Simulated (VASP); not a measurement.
# MgCd2S3 (P-4m2) in VASP: a series of runs

The runs below take MgCd2S3 through relaxation of cell and atoms, with PBE.

All numbers are computed with VASP 6.6.1; they aren't measurements. Logs are shortened: lines on timing, memory, paths and dates and some standing lists are left out, and cuts for length are marked.

### 1 The cell of the first run

It takes space group P-4m2 (No. 115, tetragonal). Conventional cell: a = 3.693 Å, b = 3.693 Å, c = 10.936 Å, α = 90.00°, β = 90.00°, γ = 90.00°. Mg (site symmetry -4m2) has 4 S at 2.61 Å within 3.4 Å. Within 3.7 Å of Cd (site symmetry 2mm) lie 5 S at 2.64 to 2.72 Å and 8 Cd at 3.52 to 3.69 Å. Within 3.5 Å of S (site symmetry 2mm) lie 5 Cd at 2.64 to 2.72 Å. Within 3.4 Å of S (site symmetry -4m2) lie 4 Mg at 2.61 Å.

The cell was generated, and may not be a known phase.

### 2 Relaxation of cell and atoms, PBE

INCAR

```
SYSTEM = MgCd2S3
PREC = Accurate
ENCUT = 600
EDIFF = 1E-6
ISMEAR = 0
SIGMA = 0.1
LREAL = .False.
LASPH = .True.
NELM = 100
ALGO = Normal
ISIF = 3
LWAVE = .False.
LCHARG = .False.
GGA = PE
IBRION = 2
NSW = 90
EDIFFG = -0.04
```

KPOINTS

```
regular mesh
0
Gamma
  6 6 2
  0 0 0
```

POSCAR

```
MgCd2S3
1.0
    3.6925966590      0.0000000000      0.0000000000
    0.0000000000      3.6925966590      0.0000000000
    0.0000000000      0.0000000000     10.9360266691
Mg Cd S
1 2 3
Direct
    0.5000000000      0.5000000000      0.0000000000
    0.5000000000      0.0000000000      0.6080940790
    0.0000000000      0.5000000000      0.3919059210
    0.5000000000      0.0000000000      0.3592876226
    0.0000000000      0.5000000000      0.6407123774
    0.0000000000      0.0000000000      0.0000000000
```

Potentials or basis: VASP PAW PBE potentials, release 64 (Mg, Cd, S).

The run is started by

```bash
$ cat potpaw_PBE.64/Mg/POTCAR potpaw_PBE.64/Cd/POTCAR potpaw_PBE.64/S/POTCAR > POTCAR
$ mpirun -np 1 vasp_std > vasp.out
```

OUTCAR:

```text
SYSTEM = MgCd2S3
   PREC = Accurate
   ENCUT = 600
   EDIFF = 1E-6
   ISMEAR = 0
   LREAL = .False.
   LASPH = .True.
   NELM = 100
   ISIF = 3
   GGA = PE
   IBRION = 2
   NSW = 90
   EDIFFG = -0.04

 ion  position               nearest neighbor table
   1  0.500  0.500  0.000-   6 2.61   6 2.61   6 2.61   6 2.61
   2  0.500  0.000  0.608-   5 2.64   5 2.64   5 2.64   5 2.64   4 2.72   3 3.52   3 3.52   3 3.52
                             3 3.52
   3  0.000  0.500  0.392-   4 2.64   4 2.64   4 2.64   4 2.64   5 2.72   2 3.52   2 3.52   2 3.52
                             2 3.52
   4  0.500  0.000  0.359-   3 2.64   3 2.64   3 2.64   3 2.64   2 2.72
   5  0.000  0.500  0.641-   2 2.64   2 2.64   2 2.64   2 2.64   3 2.72
   6  0.000  0.000  0.000-   1 2.61   1 2.61   1 2.61   1 2.61

  LATTYP: Found a simple tetragonal cell.
 ALAT       =     3.6925966590
 C/A-ratio  =     2.9616087753

  Lattice vectors:

 A1 = (   3.6925966590,   0.0000000000,   0.0000000000)
 A2 = (   0.0000000000,   3.6925966590,   0.0000000000)
 A3 = (   0.0000000000,   0.0000000000,  10.9360266691)

Analysis of symmetry for initial positions (statically):
=====================================================================
 Subroutine PRICEL returns:
 Original cell was already a primitive cell.

 Routine SETGRP: Setting up the symmetry group for a
 simple tetragonal supercell.

 Subroutine GETGRP returns: Found  8 space group operations
 (whereof  8 operations were pure point group operations)
 out of a pool of 16 trial point group operations.

The static configuration has the point symmetry D_2d.

Analysis of symmetry for dynamics (positions and initial velocities):
=====================================================================
 Subroutine PRICEL returns:
 Original cell was already a primitive cell.

 Routine SETGRP: Setting up the symmetry group for a
 simple tetragonal supercell.

 Subroutine GETGRP returns: Found  8 space group operations
 (whereof  8 operations were pure point group operations)
 out of a pool of 16 trial point group operations.

The dynamic configuration has the point symmetry D_2d.

 Subroutine INISYM returns: Found  8 space group operations
 (whereof  8 operations are pure point group operations),
 and found     1 'primitive' translations

----------------------------------------------------------------------------------------

                                     Primitive cell

  volume of cell :     149.1157

  direct lattice vectors                    reciprocal lattice vectors
     3.692596659  0.000000000  0.000000000     0.270812139  0.000000000  0.000000000
     0.000000000  3.692596659  0.000000000     0.000000000  0.270812139  0.000000000
     0.000000000  0.000000000 10.936026669     0.000000000  0.000000000  0.091440889

  length of vectors
     3.692596659  3.692596659 10.936026669     0.270812139  0.270812139  0.091440889

  position of ions in fractional coordinates (direct lattice)
     0.500000000  0.500000000  0.000000000
     0.500000000  0.000000000  0.608094079
     0.000000000  0.500000000  0.391905921
     0.500000000  0.000000000  0.359287623
     0.000000000  0.500000000  0.640712377
     0.000000000  0.000000000  0.000000000

  ion indices of the primitive-cell ions
   primitive index   ion index
                 1           1
                 2           2
                 3           3
                 4           4
                 5           5
                 6           6

----------------------------------------------------------------------------------------

 KPOINTS: regular mesh

Automatic generation of k-mesh.
 Grid dimensions read from file:
 generate k-points for:    6    6    2

 Generating k-lattice:

  Cartesian coordinates                     Fractional coordinates (reciprocal lattice)
     0.045135357  0.000000000  0.000000000     0.166666667  0.000000000  0.000000000
     0.000000000  0.045135357  0.000000000     0.000000000  0.166666667  0.000000000
     0.000000000  0.000000000  0.045720444     0.000000000  0.000000000  0.500000000

  Length of vectors
     0.045135357  0.045135357  0.045720444

  Shift w.r.t. Gamma in fractional coordinates (k-lattice)
     0.000000000  0.000000000  0.000000000

 Subroutine IBZKPT returns following result:
 ===========================================

 Found     20 irreducible k-points:

 Following reciprocal coordinates:
            Coordinates               Weight
  0.000000  0.000000  0.000000      1.000000
  0.166667  0.000000  0.000000      4.000000
  0.333333  0.000000  0.000000      4.000000
  0.500000  0.000000  0.000000      2.000000
  0.166667  0.166667  0.000000      4.000000
  0.333333  0.166667  0.000000      8.000000
[... 12 lines left out ...]
  0.500000  0.333333  0.500000      4.000000
  0.500000  0.500000  0.500000      1.000000
   k-points           NKPTS =     20   k-points in BZ     NKDIM =     20   number of bands    NBANDS=     26
   number of dos      NEDOS =    301   number of ions     NIONS =      6
   total plane-waves  NPLWV =  81000
   dimension x,y,z NGX =    30 NGY =   30 NGZ =   90
   dimension x,y,z NGXF=    60 NGYF=   60 NGZF=  180
   ions per type =               1   2   3
   NGX,Y,Z   is equivalent  to a cutoff of  13.51, 13.51, 13.68 a.u.
   NGXF,Y,Z  is equivalent  to a cutoff of  27.01, 27.01, 27.36 a.u.
 SYSTEM =  MgCd2S3
   PREC   = accura    normal or accurate (medium, high low for compatibility)
   ISTART =      0    job   : 0-new  1-cont  2-samecut
   ICHARG =      2    charge: 1-file 2-atom 10-const
   ISPIN  =      1    spin polarized calculation?
   LNONCOLLINEAR =      F non collinear calculations
   LSORBIT =      F    spin-orbit coupling
   LASPH  =      T    aspherical Exc in radial PAW
   ENCUT  =  600.0 eV  44.10 Ry    6.64 a.u.   7.38  7.38 21.84*2*pi/ulx,y,z
   NELM   =    100;   NELMIN=  2; NELMDL= -5     # of ELM steps
   EDIFF  = 0.1E-05   stopping-criterion for ELM
   LREAL  =      F    real-space projection
   EDIFFG = -.4E-01   stopping-criterion for IOM
   NSW    =     90    number of steps for IOM
   IBRION =      2    ionic relax: 0-MD 1-quasi-New 2-CG
   NFREE  =      1    steps in history (QN), initial steepest desc. (CG)
   ISIF   =      3    stress and relaxation
   ISYM   =      2    0-nonsym 1-usesym 2-fastsym
   POTIM  = 0.5000    time-step for ionic-motion
   TEBEG  =    0.0;   TEEND  =   0.0 temperature during run
   PSTRESS=    0.0 pullay stress
   NELECT =      44.0000    total number of electrons
   NUPDOWN=      -1.0000    fix difference up-down
   EMIN   =  10.00;   EMAX   =-10.00  energy-range for DOS
   EFERMI =   0.00;   METHOD = LEGACY
   ISMEAR =     0;   SIGMA  =   0.10  broadening in eV -4-tet -1-fermi 0-gaus
   EFERMI_NEDOS =   21; number of points for ismear=-14 and -15
   IALGO  =     38    algorithm
   IMIX   =      4    mixing-type and parameters
     AMIX     =   0.40;   BMIX     =  1.00
     AMIX_MAG =   1.60;   BMIX_MAG =  1.00
  volume/ion in A,a.u.               =      24.85       167.71
  Fermi-wavevector in a.u.,A,eV,Ry     =   1.089895  2.059603 16.161965  1.187871
  Thomas-Fermi vector in A             =   2.226108
   LORBIT       =      0    0 simple, 1 ext, 2 COOP (PROOUT), +10 PAW based schemes
   GGA     = PE    functional components
   LHFCALC =     F    Hartree Fock is set to
   AEXX    =    0.0000 exact exchange contribution
   IVDW    =     0    specifies the selected vdW correction
   LEPSILON=     F    determine dielectric tensor
   LRPA    =     F    only Hartree local field effects (RPA)
 conjugate gradient relaxation of ions
 non-spin polarized calculation
 Gauss-broadening in eV      SIGMA  =   0.10
  energy-cutoff  :      600.00
  volume of cell :      149.12
 maximum number of plane-waves:      5043
 NGX is ok and might be reduce to    30
   NGX = 15   NGY = 15   NGZ = 43

--------------------------------------- Ionic step        1  -------------------------------------------

 number of electron      44.0000016 magnetization

 Free energy of the ion-electron system (eV)
  ---------------------------------------------------
  ext. energy  EPLUGINS =         0.00000000
  ---------------------------------------------------
  free energy    TOTEN  =       -18.90410881 eV

  energy without entropy =      -18.90410867  energy(sigma->0) =      -18.90410874

------------------------ aborting loop because EDIFF is reached ----------------------------------------

  FORCE on cell =-STRESS in cart. coord.  units (eV):
  Direction    XX          YY          ZZ          XY          YZ          ZX
  --------------------------------------------------------------------------------------
  -------------------------------------------------------------------------------------
  Total       -0.0412465     -0.0412465      0.3606298      0.0000000      0.0000000      0.0000000
  in kB       -0.4431738     -0.4431738      3.8747965      0.0000000      0.0000000      0.0000000
  external PRESSURE =       0.9961496 kB  Pullay stress =       0.0000000 kB
[... 65 lines left out ...]
  energy  without entropy=      -18.9054626305  energy(sigma->0) =      -18.90546275

--------------------------------------- Ionic step        3  -------------------------------------------

 number of electron      44.0000012 magnetization

 Free energy of the ion-electron system (eV)
  ---------------------------------------------------
  ext. energy  EPLUGINS =         0.00000000
  ---------------------------------------------------
  free energy    TOTEN  =       -18.90593899 eV

  energy without entropy =      -18.90593856  energy(sigma->0) =      -18.90593877

 E-fermi :   1.9656     XC(G=0):  -8.7627

 val. band max:        1.6529986168   @ k =   0.5000   0.0000   0.0000
 cond. band min:       2.2655520610   @ k =   0.5000   0.5000   0.5000
 fundamental gap:      0.6125534442
 Fermi energy:         1.9655566918

 k-point     1 :       0.0000    0.0000    0.0000
  band No.  band energies     occupation
      1     -11.4111      2.00000
      2     -11.0277      2.00000
      3      -9.7876      2.00000
      4      -6.6780      2.00000
      5      -6.5077      2.00000
      6      -6.4380      2.00000
[... 602 lines left out ...]
  FREE ENERGIE OF THE ION-ELECTRON SYSTEM (eV)
  ---------------------------------------------------
  free  energy   TOTEN  =       -18.9059389861 eV

  energy  without entropy=      -18.9059385603  energy(sigma->0) =      -18.90593877

 reached required accuracy - stopping structural energy minimisation
```

It took 2.4 min on 1 thread of AMD EPYC 7R13 (Zen 3), shared host; peak memory 0.31 GiB.

Results:

```
Free energy                           : -18.9059 eV
Relaxed volume                        : 24.96 Å³/atom
Relaxed cell                          : a = 3.690 Å, b = 3.690 Å, c = 11.000 Å, α = 90.00°, β = 90.00°, γ = 90.00°
Space group after relaxing (to 0.1 Å) : P-4m2 (No. 115)
Energy gained by relaxing             : 0.3 meV/atom
Ionic steps                           : 3
Pressure after relaxing               : -0.1 GPa
Largest force after relaxing          : 0.019 eV/Å
Band gap on the k mesh                : 0.61 eV (least direct gap 0.77 eV)
```

Forces on the atoms (eV/Å):
```
Mg   0.000  0.000  0.000
Cd   0.000  0.000 -0.019
Cd   0.000  0.000  0.019
S    0.000  0.000 -0.005
S    0.000  0.000  0.005
S    0.000  0.000  0.000
```

Step by step:
```csv
step,energy change (eV),largest force (eV/Å),pressure (GPa),volume (Å³)
1,0.0000,0.0800,0.10,149.12
2,-0.0014,0.0413,0.02,149.45
3,-0.0018,0.0193,-0.06,149.79
```

Final structure:
```yaml
crystal:
  lattice:
    - [3.69013, 0.00000, 0.00000]
    - [0.00000, 3.69013, 0.00000]
    - [0.00000, 0.00000, 10.99985]
  atoms:
    - { symbol: Mg, position: [0.50000, 0.50000, 0.00000] }
    - { symbol: Cd, position: [0.50000, 0.00000, 0.60840] }
    - { symbol: Cd, position: [0.00000, 0.50000, 0.39160] }
    - { symbol: S, position: [0.50000, 0.00000, 0.35858] }
    - { symbol: S, position: [0.00000, 0.50000, 0.64142] }
    - { symbol: S, position: [0.00000, 0.00000, 0.00000] }
```

Caveat: semilocal functionals underestimate gaps, and a narrow one can read as zero.

### 3 Relaxation of cell and atoms, PBE

INCAR

```
PREC = Accurate ; ENCUT = 600
EDIFF = 1E-6 ; ISMEAR = 0
SIGMA = 0.02 ; LREAL = F
LASPH = T ; NELM = 100
ALGO = Normal ; ISIF = 3
LWAVE = F ; LCHARG = F
GGA = PE ; IBRION = 2
NSW = 100 ; EDIFFG = -0.01
```

KPOINTS

```
Automatic mesh
0
Gamma
  8 8 4
```

POSCAR is that of step 2.

Potentials or basis: VASP PAW PBE potentials, release 64 (Mg, Cd, S).

The run is started by

```bash
$ cat potpaw_PBE.64/Mg/POTCAR potpaw_PBE.64/Cd/POTCAR potpaw_PBE.64/S/POTCAR > POTCAR
$ mpirun -np 1 vasp_std > vasp.out
```

Run time: 20 min. Hardware: 1 thread of Intel Xeon 6975P-C (Granite Rapids), shared host; peak memory 0.43 GiB.

Results (log left out):

```yaml
Free_energy: -18.9174 eV
Relaxed_volume: 24.94 Å³/atom
Relaxed_cell: a = 3.686 Å, b = 3.686 Å, c = 11.013 Å, α = 90.00°, β = 90.00°, γ = 90.00°
Space_group_after_relaxing_to_0.1_Å: P-4m2 (No. 115)
Energy_gained_by_relaxing: 0.4 meV/atom
Ionic_steps: 12
Pressure_after_relaxing: 0.0 GPa
Largest_force_after_relaxing: 0.008 eV/Å
Band_gap_on_the_k_mesh: 0.61 eV (least direct gap 0.77 eV)
```

Forces in eV/Å, atoms in the order of the input:
```
Mg   0.000  0.000  0.000
Cd   0.000  0.000 -0.008
Cd   0.000  0.000  0.008
S    0.000  0.000 -0.002
S    0.000  0.000  0.002
S    0.000  0.000  0.000
```

Step by step:
| step | energy change (eV) | largest force (eV/Å) | pressure (GPa) | volume (Å³) |
| --- | --- | --- | --- | --- |
| 1 | 0.0000 | 0.0833 | 0.10 | 149.12 |
| 2 | -0.0015 | 0.0429 | 0.01 | 149.45 |
| 3 | -0.0020 | 0.0221 | -0.08 | 149.84 |
| 4 | -0.0020 | 0.0195 | -0.07 | 149.81 |
| 5 | -0.0021 | 0.0172 | 0.06 | 149.56 |
| 6 | -0.0021 | 0.0180 | 0.01 | 149.64 |
| 7 | -0.0021 | 0.0173 | 0.02 | 149.63 |
| 8 | -0.0021 | 0.0177 | 0.03 | 149.59 |
| 9 | -0.0021 | 0.0182 | 0.03 | 149.61 |
| 10 | -0.0021 | 0.0181 | 0.03 | 149.62 |
| 11 | -0.0022 | 0.0156 | 0.03 | 149.63 |
| 12 | -0.0023 | 0.0082 | 0.03 | 149.65 |

Final structure:
```cif
data_structure
_symmetry_space_group_name_H-M 'P 1'
_symmetry_Int_Tables_number 1
_cell_length_a 3.6863
_cell_length_b 3.6863
_cell_length_c 11.0125
_cell_angle_alpha 90.000
_cell_angle_beta 90.000
_cell_angle_gamma 90.000
_cell_volume 149.65
loop_
_atom_site_label
_atom_site_type_symbol
_atom_site_fract_x
_atom_site_fract_y
_atom_site_fract_z
_atom_site_occupancy
Mg1 Mg 0.50000 0.50000 0.00000 1
Cd1 Cd 0.50000 0.00000 0.60786 1
Cd2 Cd 0.00000 0.50000 0.39214 1
S1 S 0.50000 0.00000 0.35822 1
S2 S 0.00000 0.50000 0.64178 1
S3 S 0.00000 0.00000 0.00000 1
```

Levels at points of the mesh, in eV from the valence-band top:
```
           k point  band 18  band 19  band 20  band 21  band 22  band 23  band 24  band 25  band 26
(0.00, 0.00, 0.00)    -1.33    -1.33    -0.83    -0.68    -0.68     0.82     1.21     2.63     5.31
(0.50, 0.00, 0.00)    -1.65    -0.75    -0.32    -0.02     0.00     2.90     3.81     4.63     5.18
(0.50, 0.50, 0.00)    -2.93    -2.93    -2.14    -2.14    -0.15     0.65     0.65     1.94     5.69
(0.00, 0.00, 0.50)    -1.42    -1.33    -1.33    -0.68    -0.68     1.21     1.22     2.32     5.64
(0.50, 0.00, 0.50)    -1.70    -0.59    -0.32    -0.02     0.00     3.45     3.55     3.80     5.18
(0.50, 0.50, 0.50)    -2.94    -2.94    -2.12    -2.12    -0.16     0.61     0.61     1.95     5.23
```

Caveat: semilocal functionals underestimate gaps, and a narrow one can read as zero.
